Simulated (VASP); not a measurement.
Set up this calculation in VASP 6.6.1, as the native input.

```yaml
Task: single point
Functional: PBEsol
Potentials_or_basis: VASP PAW PBE potentials, release 64 (H, Si, Cl)
Cutoff: 520 eV
k_mesh: 2 × 2 × 1
Occupations: fermi-dirac, width 0.02 eV
Spin: no spin polarisation
Dipole_correction: no
Further_INCAR_settings: LREAL = Auto; ALGO = Normal; EDIFF = 1e-07; NBANDS = 76
```

The structure of Si21H10Cl2 lies in POSCAR:

```
Si21H10Cl2
1.0
    7.6791800000      0.0000000000      0.0000000000
    0.0000000000      7.6791800000      0.0000000000
    0.0000000000      0.0000000000     20.2543620000
H Si Cl
10 21 2
Direct
    0.4093926695      0.0000000000      0.0493720809
    0.0906086327      0.0000000000      0.0493720809
    0.9093939718      0.0000000000      0.0493720809
    0.5906099349      0.0000000000      0.0493720809
    0.4093926695      0.5000013022      0.0493720809
    0.0906086327      0.5000013022      0.0493720809
    0.9093939718      0.5000013022      0.0493720809
    0.5906099349      0.5000013022      0.0493720809
    0.1814386432      0.5311374392      0.4319760850
    0.7427876414      0.4785276553      0.4340546496
    0.2500006511      0.0000000000      0.0921036170
    0.7500019533      0.0000000000      0.0921036170
    0.2500006511      0.5000013022      0.0921036170
    0.7500019533      0.5000013022      0.0921036170
    0.2240343370      0.2572800742      0.1592496471
    0.7688841777      0.2400386500      0.1529497695
    0.2414190057      0.7508483979      0.1723826206
    0.7220692834      0.7383340409      0.1797341234
   -0.0041020005      0.2587776299      0.2384227161
    0.5070593475      0.2517326069      0.2061580612
   -0.0440281384      0.7819064015      0.2424761639
    0.4708575655      0.7586877766      0.2609511966
    0.0263048919      0.0259532919      0.3169490108
    0.3798712883      0.0447573829      0.2791497456
   -0.0192468467      0.5050148584      0.3013474332
    0.4699329876      0.4492406741      0.3023052516
    0.2633223860      0.0889287658      0.3906911509
    0.7047757703      0.1185413026      0.3341798670
    0.2053344237      0.4010975130      0.3711348696
    0.7236059058      0.4423519178      0.3598632235
    0.6948267914      0.1728439755      0.4595059573
    0.8817347686      0.1592878406      0.5251510761
    0.4524050745      0.2749902984      0.5021239375
```

These files were run (other wordings do the same):

INCAR

```
SYSTEM = Si21H10Cl2
  PREC = Accurate
  ENCUT = 520
  EDIFF = 1E-7
  ISMEAR = -1
  SIGMA = 0.02
  LREAL = Auto
  LASPH = .True.
  NELM = 100
  ALGO = Normal
  ISIF = 2
  LWAVE = .False.
  LCHARG = .False.
  GGA = PS
  NBANDS = 76
```

KPOINTS

```
Automatic mesh
0
Gamma
  2 2 1
  0 0 0
```

Potentials or basis: VASP PAW PBE potentials, release 64 (H, Si, Cl).

The run is started by

```console
$ cat potpaw_PBE.64/H/POTCAR potpaw_PBE.64/Si/POTCAR potpaw_PBE.64/Cl/POTCAR > POTCAR
$ mpirun -np 1 vasp_std > vasp.out
```

It gave:

```json
{
  "Largest force": "3.346 eV/Å",
  "Band gap on the k mesh": "zero (bands 54 and 55 overlap by 0.06 eV)"
}
```

Caveat: the k points lie up to 0.41 Å⁻¹ apart; the atoms stand as in a frame of molecular dynamics; there is no dipole correction, which matters where the two faces differ; the PAW data sets were made with another functional, which shifts forces and pressure a little.

Wall time 14 min on 1 thread of AMD EPYC 9R45 96-Core Processor (Zen 5) (shared host), peak memory 1.1 GiB.
